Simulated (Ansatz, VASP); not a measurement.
**Two plane-wave programs on SnO2**

The input INCAR:

```
SYSTEM = SnO2
ALGO     = Normal         ! electronic algorithm
EDIFF    = 1E-7           ! SCF threshold, eV
ENCUT    = 520            ! plane-wave cutoff, eV
GGA      = PE             ! functional
ISIF     = 2              ! what is computed and relaxed
ISMEAR   = 0              ! smearing method
IVDW     = 12             ! dispersion correction
LASPH    = .True.         ! aspherical terms in the spheres
LCHARG   = .False.        ! write CHGCAR
LREAL    = .False.        ! projectors in reciprocal space
LWAVE    = .False.        ! write WAVECAR
NBANDS   = 35             ! bands
NELM     = 80             ! most SCF steps
PREC     = Accurate       ! precision mode
SIGMA    = 0.05           ! smearing width, eV
```

The input KPOINTS:

```
k-points
0
Gamma
  8 6 6
  0 0 0
```

File POSCAR:

```
SnO2
1.0
    1.6186264610     -2.8035432689      0.0000000000
    1.6186264610      0.9345144230      4.2918257460
   -4.8558793830     -2.8035432689      0.0000000000
Sn O
2 4
Direct
    0.5420109282      0.3975445496     -0.0313574457
   -0.0420109282      0.6024554504      0.5313574457
    0.4800750937      0.7689116785      0.7962000588
    1.0199249063      0.6926884373      0.1909999798
    0.4800750937      0.3073115627      0.3090000202
    1.0199249063      0.2310883215      0.7037999412
```

Input for Ansatz:

```yaml
crystal:
  lattice:
    - [1.618626461, -2.8035432689, 0.0]
    - [1.618626461, 0.934514423, 4.291825746]
    - [-4.855879383, -2.8035432689, 0.0]
  atoms:
    - { symbol: Sn, position: [0.5420109282, 0.3975445496, -0.0313574457] }
    - { symbol: Sn, position: [-0.0420109282, 0.6024554504, 0.5313574457] }
    - { symbol: O, position: [0.4800750937, 0.7689116785, 0.7962000588] }
    - { symbol: O, position: [1.0199249063, 0.6926884373, 0.1909999798] }
    - { symbol: O, position: [0.4800750937, 0.3073115627, 0.3090000202] }
    - { symbol: O, position: [1.0199249063, 0.2310883215, 0.7037999412] }
basis:
  ecutwfc: 520.0
kpoints:
  mp_grid: { grid: [8, 6, 6] }
hamiltonian:
  xc: pbe
  pseudopotentials: { kind: paw, azcp: { folder: soft_1 } }
  dispersion: d3bj
scf:
  occupations: { method: gaussian, width: 0.05 }
output:
  forces: true
  stress: true
  eigenvalues: true
```

Change from the starting cell: mode 4 frozen in at -0.440 Å and mode 5 at -0.136 Å (largest displacements).

Alike in both runs: task single point; functional PBE; dispersion D3(BJ); k mesh 8 × 6 × 6; occupations gaussian, width 0.05 eV; no spin polarisation.

|  | VASP | Ansatz |
| --- | --- | --- |
| version | VASP 6.6.1 | Ansatz 0.2.0 |
| potentials or method | VASP PAW PBE potentials, release 64 (Sn_d, O), cutoff 520 eV | scalar-relativistic, plane waves, PAW |
| valence electrons in the cell | 52 | 52 |

|  | VASP | Ansatz | Ansatz less VASP |
| --- | --- | --- | --- |
| gap on the k mesh at the Fermi level (eV) | 0.46 | 0.50 | +0.040 |
| least direct gap on the mesh (eV) | 0.60 | 0.64 | +0.038 |
| pressure (GPa) | -5.8 | -6.4 | -0.59 |
| traceless stress, the component that is largest in VASP (GPa) | -3.42 | -3.03 | +0.389 |
| rms of the force components (eV/Å) | 0.639 | 0.643 | +0.0036 |

Atom by atom the forces differ by 0.030 eV/Å (rms over components).
